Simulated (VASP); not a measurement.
# BiTe (Fm-3m) in VASP: a series of runs, part 2 of 2

VASP 6.6.1. The steps go on from the part before.

### Step 3. Single point, LDA

This run uses another cell than the first one, of 33.18 Å³/atom, 1.021 times its volume.

The input, INCAR:

```
ALGO = Normal ; EDIFF = 1E-6
ENCUT = 520 ; ISIF = 2
ISMEAR = -1 ; LASPH = T
LCHARG = F ; LREAL = F
LWAVE = F ; NBANDS = 18
NELM = 60 ; PREC = Accurate
SIGMA = 0.05
```

The input, KPOINTS:

```
k-points
0
Gamma
  7 7 7
```

The input, POSCAR:

```
BiTe
1.0
    0.0000000000      3.2132879364      3.2132879364
    3.2132879364      0.0000000000      3.2132879364
    3.2132879364      3.2132879364      0.0000000000
Bi Te
1 1
Direct
    0.0000000000      0.0000000000      0.0000000000
    0.5000000000      0.5000000000      0.5000000000
```

Potentials or basis: VASP PAW LDA potentials, release 64 (Bi_d, Te).

Run with:

```
$ cat potpaw_LDA.64/Bi_d/POTCAR potpaw_LDA.64/Te/POTCAR > POTCAR
$ mpirun -np 1 vasp_std > vasp.out
```

Wall time 7.2 s (1 thread of Intel Xeon 6975P-C (Granite Rapids), shared host); peak memory 0.18 GiB.

The run converged. Its results:

```yaml
Free_energy: -8.4902 eV
Pressure: -1.7 GPa
```

Levels at points of the mesh, in eV from the Fermi level:
| k point | band 6 | band 7 | band 8 | band 9 | band 10 | band 11 | band 12 | band 13 | band 14 | band 15 |
| --- | --- | --- | --- | --- | --- | --- | --- | --- | --- | --- |
| (0.00, 0.00, 0.00) | -13.69 | -8.11 | -2.60 | -2.60 | -2.60 | 2.14 | 2.14 | 2.14 | 4.63 | 4.63 |

Caveat: spin-orbit coupling is left out, which moves the levels of the heavy elements.

### Step 4. Single point, LDA

This run uses another cell than the first one, of 33.86 Å³/atom, 1.042 times its volume.

The input, INCAR:

```
SYSTEM = BiTe
PREC = Accurate
ENCUT = 520
EDIFF = 1E-6
ISMEAR = -1
SIGMA = 0.05
LREAL = .FALSE.
LASPH = .TRUE.
NELM = 60
ALGO = Normal
ISIF = 2
LWAVE = .FALSE.
LCHARG = .FALSE.
NBANDS = 18
```

The input, KPOINTS:

```
Automatic mesh
0
G
  7 7 7
  0 0 0
```

The input, POSCAR:

```
BiTe
1.0
    0.0000000000      3.2350000000      3.2350000000
    3.2350000000      0.0000000000      3.2350000000
    3.2350000000      3.2350000000      0.0000000000
Bi Te
1 1
Direct
    0.0000000000      0.0000000000      0.0000000000
    0.5000000000      0.5000000000      0.5000000000
```

Run with:

```
$ cat potpaw_LDA.64/Bi_d/POTCAR potpaw_LDA.64/Te/POTCAR > POTCAR
$ mpirun -np 1 vasp_std > vasp.out
```

It took 7.3 s on 1 thread of Intel Xeon 6975P-C (Granite Rapids), shared host; peak memory 0.17 GiB.

It converged, with:

```
Free energy : -8.4725 eV
Pressure    : -2.6 GPa
```

Levels at points of the mesh, in eV from the Fermi level:
```csv
k point,band 6,band 7,band 8,band 9,band 10,band 11,band 12,band 13,band 14,band 15
"(0.00, 0.00, 0.00)",-13.54,-8.18,-2.54,-2.54,-2.54,2.10,2.10,2.10,4.67,4.67
```

Caveat: spin-orbit coupling is left out, which moves the levels of the heavy elements.

### Step 5. Single point, LDA

This run uses another cell than the first one, of 34.53 Å³/atom, 1.062 times its volume.

The input, INCAR:

```
ALGO = Normal
EDIFF = 1E-7
ENCUT = 520
ISIF = 2
ISMEAR = -1
LASPH = T
LCHARG = T
LELF = T
LREAL = F
LVHAR = T
LWAVE = F
NBANDS = 18
NELM = 60
PREC = Accurate
SIGMA = 0.05
```

The input, KPOINTS:

```
k-points
0
Gamma
  7 7 7
```

The input, POSCAR:

```
BiTe
1.0
    0.0000000000      3.2564244654      3.2564244654
    3.2564244654      0.0000000000      3.2564244654
    3.2564244654      3.2564244654      0.0000000000
Bi Te
1 1
Direct
    0.0000000000      0.0000000000      0.0000000000
    0.5000000000      0.5000000000      0.5000000000
```

Potentials or basis: VASP PAW LDA potentials, release 64 (Bi_d, Te).

Run with:

```
$ cat potpaw_LDA.64/Bi_d/POTCAR potpaw_LDA.64/Te/POTCAR > POTCAR
$ mpirun -np 1 vasp_std > vasp.out
```

OUTCAR:

```text
EDIFF = 1E-7
   ENCUT = 520
   ISIF = 2
   ISMEAR = -1
   LASPH = T
   LREAL = F
   NELM = 60
   PREC = Accurate

 ion  position               nearest neighbor table
   1  0.000  0.000  0.000-   2 3.26   2 3.26   2 3.26   2 3.26   2 3.26   2 3.26
   2  0.500  0.500  0.500-   1 3.26   1 3.26   1 3.26   1 3.26   1 3.26   1 3.26

  LATTYP: Found a face centered cubic cell.
 ALAT       =     6.5128489308

  Lattice vectors:

 A1 = (   0.0000000000,   3.2564244654,   3.2564244654)
 A2 = (   3.2564244654,   0.0000000000,   3.2564244654)
 A3 = (   3.2564244654,   3.2564244654,   0.0000000000)

Analysis of symmetry for initial positions (statically):
=====================================================================
 Subroutine PRICEL returns:
 Original cell was already a primitive cell.

 Routine SETGRP: Setting up the symmetry group for a
 face centered cubic supercell.

 Subroutine GETGRP returns: Found 48 space group operations
 (whereof 48 operations were pure point group operations)
 out of a pool of 48 trial point group operations.

[... 153 lines left out ...]
  free energy    TOTEN  =        -8.44720449 eV

  energy without entropy =       -8.42633956  energy(sigma->0) =       -8.43677203

 E-fermi :   6.2075     XC(G=0):  -9.5884

 val. band max:        6.1832394091   @ k =  -0.4286   0.1429   0.0000
 cond. band min:       6.2341954026   @ k =  -0.4286   0.1429   0.0000
 fundamental gap:      0.0509559935
 Fermi energy:         6.2074984553

 k-point     1 :       0.0000    0.0000    0.0000
  band No.  band energies     occupation
      1     -16.8692      2.00000
      2     -16.8692      2.00000
      3     -16.8635      2.00000
      4     -16.8635      2.00000
      5     -16.8635      2.00000
      6      -7.1968      2.00000
[... 397 lines left out ...]
      5     -16.8543      2.00000
      6      -5.0217      2.00000
[... 10 lines left out ...]
     17      15.5071      0.00000
     18      16.3167      0.00000

------------------------ aborting loop because EDIFF is reached ----------------------------------------

  FORCE on cell =-STRESS in cart. coord.  units (eV):
  Direction    XX          YY          ZZ          XY          YZ          ZX
  --------------------------------------------------------------------------------------
  -------------------------------------------------------------------------------------
  Total       -1.4832739     -1.4832739     -1.4832739      0.0000000     -0.0000000      0.0000000
  in kB      -34.4095431    -34.4095431    -34.4095431      0.0000000     -0.0000000      0.0000000
  external PRESSURE =     -34.4095431 kB  Pullay stress =       0.0000000 kB

 VOLUME and BASIS-vectors are now :
 -----------------------------------------------------------------------------
  energy-cutoff  :      520.00
  volume of cell :       69.06
      direct lattice vectors                 reciprocal lattice vectors
     0.000000000  3.256424465  3.256424465    -0.153542637  0.153542637  0.153542637
     3.256424465  0.000000000  3.256424465     0.153542637 -0.153542637  0.153542637
     3.256424465  3.256424465  0.000000000     0.153542637  0.153542637 -0.153542637

 POSITION                                       TOTAL-FORCE (eV/Angst)
 -----------------------------------------------------------------------------------
      0.00000      0.00000      0.00000         0.000000      0.000000      0.000000
      3.25642      3.25642      3.25642         0.000000     -0.000000     -0.000000
 -----------------------------------------------------------------------------------
    total drift:                               -0.000000      0.000000      0.000000

  FREE ENERGIE OF THE ION-ELECTRON SYSTEM (eV)
  ---------------------------------------------------
  free  energy   TOTEN  =        -8.4472044893 eV

  energy  without entropy=       -8.4263395648  energy(sigma->0) =       -8.43677203
```

Run time: 9.5 s. Hardware: 1 thread of Intel Xeon 6975P-C (Granite Rapids), shared host; peak memory 0.18 GiB.

Results:

```yaml
Free_energy: -8.4472 eV
Pressure: -3.4 GPa
```

Levels at points of the mesh, in eV from the Fermi level:
```
           k point  band 7  band 8  band 9  band 10  band 11  band 12  band 13  band 14
(0.00, 0.00, 0.00)   -8.25   -2.48   -2.48    -2.48     2.07     2.07     2.07     4.70
```

Caveat: spin-orbit coupling is left out, which moves the levels of the heavy elements.

### Step 6. Overview

```csv
cell,gap on the mesh (eV),pressure (GPa)
"a = 4.513 Å, angles 60.0°, 2 atoms",none,-0.6
"a = 4.544 Å, angles 60.0°, 2 atoms",none,-1.7
"a = 4.575 Å, angles 60.0°, 2 atoms",none,-2.6
"a = 4.605 Å, angles 60.0°, 2 atoms",none,-3.4
```

Alike in all rows: task single point; level LDA; potentials or basis VASP PAW LDA potentials, release 64 (Bi_d, Te); no spin polarisation; k mesh 7 × 7 × 7; cutoff (eV) 520; smearing fermi-dirac 0.05 eV.

Caveats: spin-orbit coupling is left out, which moves the levels of the heavy elements.

Absolute energies hang on the potentials; compare differences alone.
